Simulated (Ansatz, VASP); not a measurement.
Two plane-wave programs on GdO

```
Gd O
1.0
     0.00000    2.70000    2.70000
     2.70000    0.00000    2.70000
     2.70000    2.70000    0.00000
Gd O
1 1
Cartesian
  0.0000 0.0000 0.0000
  4.0500 4.0500 4.0500
```

Alike in both runs: task single point; functional r2SCAN50; k mesh 5 × 5 × 5; occupations fermi-dirac, width 0.05 eV; collinear spin.

|  | VASP | Ansatz |
| --- | --- | --- |
| version | VASP 6.6.1 | Ansatz 0.2.0 |
| potentials or method | VASP PAW PBE potentials, release 64 (Gd, O) | Ansatz PAW |
| plane-wave cutoff (eV) | 520 | 500 |
| valence electrons in the cell | 24 | 24 |

|  | VASP | Ansatz | Ansatz less VASP |
| --- | --- | --- | --- |
| gap on the k mesh at the Fermi level (eV) | 1.94 | 1.93 | -0.007 |
| least direct gap on the mesh (eV) | 4.24 | 4.17 | -0.066 |
| pressure (GPa) | -3.3 | -3.4 | -0.07 |
| net moment per atom (μB) | 4.00 | 4.00 | 0.000 |
| size of the moment on the site where the two differ most (μB) | 7.05 | 7.06 | +0.009 |

VASP's potentials were made for PBE, not for r2SCAN50. Site moments also hang on the region over which each program counts them.

Spin-orbit coupling is off throughout. Noted on Ansatz's run: the magnetic or orbital state may not be the lowest; odd divisions of the mesh miss points on the zone boundary, where band edges often lie, so the gap on the mesh can be too wide.
